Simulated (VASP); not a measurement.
Ag3O, 4 atoms in the cell. Symmetry: Fm-3m, No. 225, cubic system. The conventional cell has a = 7.026 Å, b = 7.026 Å, c = 7.026 Å, α = 90.00°, β = 90.00°, γ = 90.00°. Within 4.0 Å of Ag (site symmetry -43m) lie 4 O at 3.04 Å and 10 Ag at 3.04 to 3.51 Å. Within 4.0 Å of Ag (site symmetry m-3m) lie 8 Ag at 3.04 Å and 6 O at 3.51 Å. O (site symmetry m-3m) has 14 Ag at 3.04 to 3.51 Å within 4.0 Å. 

```yaml
Program: VASP 6.6.1
Task: single point
Functional: PBE
Potentials_or_basis: VASP PAW PBE potentials, release 64 (Ag, O)
Cutoff: 520 eV
k_mesh: 4 × 4 × 4
Occupations: gaussian, width 0.1 eV
Spin: no spin polarisation
Dipole_correction: no
Further_INCAR_settings: ALGO = Normal; EDIFF = 1e-06; NBANDS = 28
```

Potentials or basis: VASP PAW PBE potentials, release 64 (Ag, O).

Launch:

```sh
$ cat potpaw_PBE.64/Ag/POTCAR potpaw_PBE.64/O/POTCAR > POTCAR
$ mpirun -np 1 vasp_std > vasp.out
```

Hardware: 1 thread of Intel(R) Xeon(R) Platinum 8259CL CPU @ 2.50GHz (Skylake/Cascade Lake), on a shared host.

Problem. Estimate the wall time of this run.

Solution. Run time: 26 s on 1 thread of Intel(R) Xeon(R) Platinum 8259CL CPU @ 2.50GHz (Skylake/Cascade Lake), on a shared host, peak memory 0.23 GiB. Counts: scf iterations 16, k points 8.
